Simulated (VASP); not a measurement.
# BeCd2S3 (P6mm) in VASP: notebook

BeCd2S3 is run at these levels: PBE; tasks: single point, relaxation of cell and atoms.

Program: VASP 6.6.1. These are calculated values, not measurements. Logs are shortened: lines on timing, memory, paths and dates and some standing lists are left out, and cuts for length are marked.

### 1 The cell of the first run

The structure is hexagonal, space group P6mm (No. 183). Conventional cell: a = 4.483 Å, b = 4.483 Å, c = 8.116 Å, α = 90.00°, β = 90.00°, γ = 120.00°. Within 1.9 Å of Be (site symmetry 6mm) lie 1 S at 1.41 Å. Cd (site symmetry 6mm) has 1 S at 1.73 Å and 1 Cd at 1.95 Å within 2.3 Å. Cd (site symmetry 6mm) has 1 Cd at 1.95 Å within 2.6 Å. Within 3.4 Å of S (site symmetry 3m) lie 6 S at 2.59 to 3.22 Å and 6 Cd at 2.59 to 3.13 Å. Within 1.9 Å of S (site symmetry 6mm) lie 1 Be at 1.41 Å and 1 Cd at 1.73 Å.

### 2 Single point, PBE

The input, INCAR:

```
  PREC = Accurate
  ENCUT = 520
  EDIFF = 1E-7
  ISMEAR = 0
  SIGMA = 0.1
  LREAL = False
  LASPH = True
  NELM = 60
  ALGO = Normal
  ISIF = 2
  LWAVE = False
  LCHARG = False
  GGA = PE
  NBANDS = 31
```

The input, KPOINTS:

```
Automatic mesh
0
Gamma
  6 6 2
```

The input, POSCAR:

```
BeCd2S3
1.0
    4.4825269500      0.0000000000      0.0000000000
   -2.2412634700      3.8819822100      0.0000000000
    0.0000000000      0.0000000000      8.1160959600
Be Cd S
1 2 3
Direct
    0.0000000000      0.0000000000      0.4425637300
    0.0000000000      0.0000000000      0.8303825000
    0.0000000000      0.0000000000      0.0706205000
    0.3333333300      0.6666666700      0.8535468400
    0.6666666700      0.3333333300      0.8535468400
    0.0000000000      0.0000000000      0.6167539400
```

Potentials or basis: VASP PAW PBE potentials, release 64 (Be, Cd, S).

Command:

```sh
$ cat potpaw_PBE.64/Be/POTCAR potpaw_PBE.64/Cd/POTCAR potpaw_PBE.64/S/POTCAR > POTCAR
$ mpirun -np 1 vasp_std > vasp.out
```

OUTCAR:

```text
PREC = Accurate
   ENCUT = 520
   EDIFF = 1E-7
   ISMEAR = 0
   LREAL = False
   LASPH = True
   NELM = 60
   ISIF = 2
   GGA = PE

 ion  position               nearest neighbor table
   1  0.000  0.000  0.443-   6 1.41   3 3.02
   2  0.000  0.000  0.830-   6 1.73   3 1.95   5 2.59   4 2.59   4 2.59   5 2.59   5 2.59   4 2.59

   3  0.000  0.000  0.071-   2 1.95   1 3.02   4 3.13   5 3.13   4 3.13   5 3.13   5 3.13   4 3.13

   4  0.333  0.667  0.854-   5 2.59   5 2.59   5 2.59   2 2.59   2 2.59   2 2.59   3 3.13   3 3.13
                             3 3.13
   5  0.667  0.333  0.854-   4 2.59   4 2.59   4 2.59   2 2.59   2 2.59   2 2.59   3 3.13   3 3.13
                             3 3.13
   6  0.000  0.000  0.617-   1 1.41   2 1.73

  LATTYP: Found a hexagonal cell.
 ALAT       =     4.4825269500
 C/A-ratio  =     1.8106072870

  Lattice vectors:

 A1 = (   4.4825269500,   0.0000000000,   0.0000000000)
 A2 = (  -2.2412634700,   3.8819822100,   0.0000000000)
 A3 = (   0.0000000000,   0.0000000000,   8.1160959600)

Analysis of symmetry for initial positions (statically):
=====================================================================
 Subroutine PRICEL returns:
 Original cell was already a primitive cell.

 Routine SETGRP: Setting up the symmetry group for a
 hexagonal supercell.

 Subroutine GETGRP returns: Found 12 space group operations
 (whereof 12 operations were pure point group operations)
 out of a pool of 24 trial point group operations.

The static configuration has the point symmetry C_6v.

Analysis of symmetry for dynamics (positions and initial velocities):
=====================================================================
 Subroutine PRICEL returns:
 Original cell was already a primitive cell.

 Routine SETGRP: Setting up the symmetry group for a
 hexagonal supercell.

 Subroutine GETGRP returns: Found 12 space group operations
 (whereof 12 operations were pure point group operations)
 out of a pool of 24 trial point group operations.

The dynamic configuration has the point symmetry C_6v.

 Subroutine INISYM returns: Found 12 space group operations
 (whereof 12 operations are pure point group operations),
 and found     1 'primitive' translations

----------------------------------------------------------------------------------------

                                     Primitive cell

  volume of cell :     141.2289

  direct lattice vectors                    reciprocal lattice vectors
     4.482526950  0.000000000  0.000000000     0.223088452  0.128800178  0.000000000
    -2.241263470  3.881982210  0.000000000     0.000000000  0.257600356  0.000000000
     0.000000000  0.000000000  8.116095960     0.000000000  0.000000000  0.123211949

  length of vectors
     4.482526950  4.482526946  8.116095960     0.257600356  0.257600356  0.123211949

  position of ions in fractional coordinates (direct lattice)
     0.000000000  0.000000000  0.442563730
     0.000000000  0.000000000  0.830382500
     0.000000000  0.000000000  0.070620500
     0.333333330  0.666666670  0.853546840
     0.666666670  0.333333330  0.853546840
     0.000000000  0.000000000  0.616753940

  ion indices of the primitive-cell ions
   primitive index   ion index
                 1           1
                 2           2
                 3           3
                 4           4
                 5           5
                 6           6

----------------------------------------------------------------------------------------

 KPOINTS: Automatic mesh

Automatic generation of k-mesh.
 Grid dimensions read from file:
 generate k-points for:    6    6    2

 Generating k-lattice:

  Cartesian coordinates                     Fractional coordinates (reciprocal lattice)
     0.037181409  0.021466696  0.000000000     0.166666667  0.000000000  0.000000000
     0.000000000  0.042933393  0.000000000     0.000000000  0.166666667  0.000000000
     0.000000000  0.000000000  0.061605974     0.000000000  0.000000000  0.500000000

  Length of vectors
     0.042933393  0.042933393  0.061605974

  Shift w.r.t. Gamma in fractional coordinates (k-lattice)
     0.000000000  0.000000000  0.000000000

 Subroutine IBZKPT returns following result:
 ===========================================

 Found     14 irreducible k-points:

 Following reciprocal coordinates:
            Coordinates               Weight
  0.000000  0.000000  0.000000      1.000000
  0.166667 -0.000000  0.000000      6.000000
  0.333333 -0.000000  0.000000      6.000000
  0.500000 -0.000000  0.000000      3.000000
  0.166667  0.166667  0.000000      6.000000
  0.333333  0.166667  0.000000     12.000000
  0.333333  0.333333  0.000000      2.000000
  0.000000  0.000000  0.500000      1.000000
  0.166667 -0.000000  0.500000      6.000000
  0.333333 -0.000000  0.500000      6.000000
  0.500000 -0.000000  0.500000      3.000000
  0.166667  0.166667  0.500000      6.000000
  0.333333  0.166667  0.500000     12.000000
  0.333333  0.333333  0.500000      2.000000
   k-points           NKPTS =     14   k-points in BZ     NKDIM =     14   number of bands    NBANDS=     31
   number of dos      NEDOS =    301   number of ions     NIONS =      6
   total plane-waves  NPLWV =  77760
   dimension x,y,z NGX =    36 NGY =   36 NGZ =   60
   dimension x,y,z NGXF=    72 NGYF=   72 NGZF=  120
   ions per type =               1   2   3
   NGX,Y,Z   is equivalent  to a cutoff of  13.35, 13.35, 12.29 a.u.
   NGXF,Y,Z  is equivalent  to a cutoff of  26.70, 26.70, 24.58 a.u.
 SYSTEM =  unknown system
   PREC   = accura    normal or accurate (medium, high low for compatibility)
   ISTART =      0    job   : 0-new  1-cont  2-samecut
   ICHARG =      2    charge: 1-file 2-atom 10-const
   ISPIN  =      1    spin polarized calculation?
   LNONCOLLINEAR =      F non collinear calculations
   LSORBIT =      F    spin-orbit coupling
   LASPH  =      T    aspherical Exc in radial PAW
   ENCUT  =  520.0 eV  38.22 Ry    6.18 a.u.   8.33  8.33 15.09*2*pi/ulx,y,z
   NELM   =     60;   NELMIN=  2; NELMDL= -5     # of ELM steps
   EDIFF  = 0.1E-06   stopping-criterion for ELM
   LREAL  =      F    real-space projection
   EDIFFG = 0.1E-05   stopping-criterion for IOM
   NSW    =      0    number of steps for IOM
   IBRION =     -1    ionic relax: 0-MD 1-quasi-New 2-CG
   NFREE  =      0    steps in history (QN), initial steepest desc. (CG)
   ISIF   =      2    stress and relaxation
   ISYM   =      2    0-nonsym 1-usesym 2-fastsym
   POTIM  = 0.5000    time-step for ionic-motion
   TEBEG  =    0.0;   TEEND  =   0.0 temperature during run
   PSTRESS=    0.0 pullay stress
   NELECT =      44.0000    total number of electrons
   NUPDOWN=      -1.0000    fix difference up-down
   EMIN   =  10.00;   EMAX   =-10.00  energy-range for DOS
   EFERMI =   0.00;   METHOD = LEGACY
   ISMEAR =     0;   SIGMA  =   0.10  broadening in eV -4-tet -1-fermi 0-gaus
   EFERMI_NEDOS =   21; number of points for ismear=-14 and -15
   IALGO  =     38    algorithm
   IMIX   =      4    mixing-type and parameters
     AMIX     =   0.40;   BMIX     =  1.00
     AMIX_MAG =   1.60;   BMIX_MAG =  1.00
  volume/ion in A,a.u.               =      23.54       158.84
  Fermi-wavevector in a.u.,A,eV,Ry     =   1.109817  2.097249 16.758196  1.231693
  Thomas-Fermi vector in A             =   2.246361
   LORBIT       =      0    0 simple, 1 ext, 2 COOP (PROOUT), +10 PAW based schemes
   GGA     = PE    functional components
   LHFCALC =     F    Hartree Fock is set to
   AEXX    =    0.0000 exact exchange contribution
   IVDW    =     0    specifies the selected vdW correction
   LEPSILON=     F    determine dielectric tensor
   LRPA    =     F    only Hartree local field effects (RPA)
 non-spin polarized calculation
 Gauss-broadening in eV      SIGMA  =   0.10
  energy-cutoff  :      520.00
  volume of cell :      141.23
 maximum number of plane-waves:      3841
 NGX is ok and might be reduce to    36
   NGX = 17   NGY = 17   NGZ = 31

 number of electron      43.9999999 magnetization

 Free energy of the ion-electron system (eV)
  ---------------------------------------------------
  ext. energy  EPLUGINS =         0.00000000
  ---------------------------------------------------
  free energy    TOTEN  =         1.45677828 eV

  energy without entropy =        1.47575238  energy(sigma->0) =        1.46626533

 E-fermi :   1.7755     XC(G=0):  -8.4795

 val. band max:        1.7637844715   @ k =   0.0000   0.0000   0.0000
 cond. band min:       1.7824449928   @ k =   0.3333   0.1667   0.0000
 fundamental gap:      0.0186605213
 Fermi energy:         1.7754890436

 k-point     1 :       0.0000    0.0000    0.0000
  band No.  band energies     occupation
      1     -14.4228      2.00000
      2     -13.5949      2.00000
      3     -10.5221      2.00000
      4     -10.5221      2.00000
      5      -9.6343      2.00000
      6      -9.0486      2.00000
[... 23 lines left out ...]
     30       8.6764      0.00000
     31       8.7264      0.00000

 k-point     2 :       0.1667   -0.0000    0.0000
  band No.  band energies     occupation
      1     -14.4073      2.00000
      2     -13.3804      2.00000
      3     -10.5429      2.00000
      4     -10.5270      2.00000
      5      -9.7919      2.00000
      6      -9.6370      2.00000
[... 23 lines left out ...]
     30       8.1743      0.00000
     31       9.2814      0.00000

 k-point     3 :       0.3333   -0.0000    0.0000
  band No.  band energies     occupation
      1     -14.3837      2.00000
      2     -12.7727      2.00000
      3     -10.8196      2.00000
      4     -10.5367      2.00000
      5     -10.4836      2.00000
      6      -9.6834      2.00000
[... 23 lines left out ...]
     30       8.4948      0.00000
     31       9.3838      0.00000

 k-point     4 :       0.5000   -0.0000    0.0000
  band No.  band energies     occupation
      1     -14.3742      2.00000
      2     -12.1368      2.00000
      3     -11.4895      2.00000
      4     -10.5414      2.00000
      5     -10.5118      2.00000
      6      -9.7413      2.00000
[... 23 lines left out ...]
     30       8.4030      0.00000
     31       9.6519      0.00000

 k-point     5 :       0.1667    0.1667    0.0000
  band No.  band energies     occupation
      1     -14.3891      2.00000
      2     -12.9672      2.00000
      3     -10.6197      2.00000
      4     -10.5559      2.00000
      5     -10.3885      2.00000
      6      -9.6708      2.00000
[... 23 lines left out ...]
     30       8.6819      0.00000
     31       9.3955      0.00000
[... 202 lines left out ...]
     30       8.9617      0.00000
     31       9.1838      0.00000

 k-point    12 :       0.1667    0.1667    0.5000
  band No.  band energies     occupation
      1     -14.3891      2.00000
      2     -12.9672      2.00000
      3     -10.6195      2.00000
      4     -10.5552      2.00000
      5     -10.3882      2.00000
      6      -9.6765      2.00000
[... 23 lines left out ...]
     30       8.7462      0.00000
     31       9.7161      0.00000

 k-point    13 :       0.3333    0.1667    0.5000
  band No.  band energies     occupation
      1     -14.3746      2.00000
      2     -12.2672      2.00000
      3     -11.2718      2.00000
      4     -10.5392      2.00000
      5     -10.5016      2.00000
      6      -9.7769      2.00000
[... 23 lines left out ...]
     30       9.3372      0.00000
     31       9.6612      0.00000

 k-point    14 :       0.3333    0.3333    0.5000
  band No.  band energies     occupation
      1     -14.3705      2.00000
      2     -11.7157      2.00000
      3     -11.7157      2.00000
      4     -10.5057      2.00000
      5     -10.5057      2.00000
      6      -9.8895      2.00000
[... 23 lines left out ...]
     30       9.4751      0.00000
     31      10.1744      0.00000

------------------------ aborting loop because EDIFF is reached ----------------------------------------

  FORCE on cell =-STRESS in cart. coord.  units (eV):
  Direction    XX          YY          ZZ          XY          YZ          ZX
  --------------------------------------------------------------------------------------
  -------------------------------------------------------------------------------------
  Total       12.1547201     12.1547200    123.5534689      0.0000000      0.0000000     -0.0000000
  in kB      137.8897296    137.8897295   1401.6574902      0.0000002      0.0000000     -0.0000000
  external PRESSURE =     559.1456498 kB  Pullay stress =       0.0000000 kB

 VOLUME and BASIS-vectors are now :
 -----------------------------------------------------------------------------
  energy-cutoff  :      520.00
  volume of cell :      141.23
      direct lattice vectors                 reciprocal lattice vectors
     4.482526950  0.000000000  0.000000000     0.223088452  0.128800178  0.000000000
    -2.241263470  3.881982210  0.000000000     0.000000000  0.257600356  0.000000000
     0.000000000  0.000000000  8.116095960     0.000000000  0.000000000  0.123211949

 POSITION                                       TOTAL-FORCE (eV/Angst)
 -----------------------------------------------------------------------------------
      0.00000      0.00000      3.59189        -0.000000      0.000000    -21.447995
      0.00000      0.00000      6.73946         0.000000      0.000000      5.888110
      0.00000      0.00000      0.57316         0.000000      0.000000     23.752538
     -0.00000      2.58799      6.92747         0.000000     -0.000000      1.057696
      2.24126      1.29399      6.92747         0.000000      0.000000      1.057696
      0.00000      0.00000      5.00563         0.000000      0.000000    -10.308046
 -----------------------------------------------------------------------------------
    total drift:                                0.000000      0.000000     -0.000918

  FREE ENERGIE OF THE ION-ELECTRON SYSTEM (eV)
  ---------------------------------------------------
  free  energy   TOTEN  =         1.4567782767 eV

  energy  without entropy=        1.4757523826  energy(sigma->0) =        1.46626533
```

It took 60 s on 1 thread of Intel Xeon Platinum 8488C (Sapphire Rapids), shared host; peak memory 0.29 GiB.

Results:

* Free energy: 1.4568 eV
* Pressure: 55.9 GPa
* Largest force: 23.753 eV/Å
* Band gap on the k mesh: zero (band 22 reaches 1.84 eV, above the bottom of band 23 at 1.45 eV)

Forces in eV/Å, atoms in the order of the input:
```
Be    0.000   0.000 -21.448
Cd    0.000   0.000   5.888
Cd    0.000   0.000  23.753
S     0.000   0.000   1.058
S     0.000   0.000   1.058
S     0.000   0.000 -10.308
```

Caveat: the k points lie up to 0.39 Å⁻¹ apart; forces of over 1 eV/Å act on the atoms, so gaps and moduli don't describe the material at rest.

### 3 Single point, PBE

This run uses another cell than the first one, of 28.68 Å³/atom, 1.218 times its volume.

The input, INCAR:

```
PREC = Accurate
ENCUT = 520
EDIFF = 1E-6
ISMEAR = 0
SIGMA = 0.1
LREAL = F
LASPH = T
NELM = 80
ALGO = Normal
ISIF = 2
LWAVE = F
LCHARG = T
GGA = PE
LELF = T
LVHAR = T
NBANDS = 31
```

The input, KPOINTS:

```
regular mesh
0
Gamma
  6 6 2
```

The input, POSCAR:

```
BeCd2S3
1.0
    4.5404763554     -0.0000000029      0.0000000000
   -2.2702381751      3.9321678705      0.0000000000
    0.0000000000      0.0000000000      9.6378883162
Be Cd S
1 2 3
Direct
    0.0000000000      0.0000000000      0.3573643869
    0.0000000000      0.0000000000      0.7932003076
    0.0000000000      0.0000000000      0.1159196454
    0.3333333333      0.6666666667      0.9277552028
    0.6666666667      0.3333333333      0.9277552028
    0.0000000000      0.0000000000      0.5454196046
```

Potentials or basis: VASP PAW PBE potentials, release 64 (Be, Cd, S).

Command:

```sh
$ cat potpaw_PBE.64/Be/POTCAR potpaw_PBE.64/Cd/POTCAR potpaw_PBE.64/S/POTCAR > POTCAR
$ mpirun -np 1 vasp_std > vasp.out
```

Run time: 66 s. Hardware: 1 thread of Intel Xeon Platinum 8488C (Sapphire Rapids), shared host; peak memory 0.32 GiB.

It converged, with:

| Quantity | Value |
| --- | --- |
| Free energy | -15.7784 eV |
| Pressure | 0.2 GPa |
| Largest force | 0.094 eV/Å |
| Band gap on the k mesh | zero (band 22 reaches 0.77 eV, above the bottom of band 23 at 0.19 eV) |

Forces on the atoms (eV/Å):
```
Be   0.000  0.000  0.036
Cd   0.000  0.000  0.039
Cd   0.000  0.000  0.019
S    0.000  0.000  0.000
S    0.000  0.000  0.000
S    0.000  0.000 -0.094
```

Stress tensor (GPa, compression positive):
```
0.08 0.00 0.00
0.00 0.08 0.00
0.00 0.00 0.29
```

Levels at points of the mesh, in eV from the Fermi level:
```tsv
k point	band 20	band 21	band 22	band 23	band 24	band 25
(0.00, 0.00, 0.00)	-0.93	-0.09	-0.09	0.05	0.88	3.86
(0.50, 0.00, 0.00)	-0.79	-0.43	0.54	1.80	2.57	2.72
(0.00, 0.00, 0.50)	-0.89	-0.15	-0.15	0.05	0.41	4.46
(0.50, 0.00, 0.50)	-0.65	-0.44	0.50	1.80	2.33	2.33
```

(Part 1 of 2 ends here.)
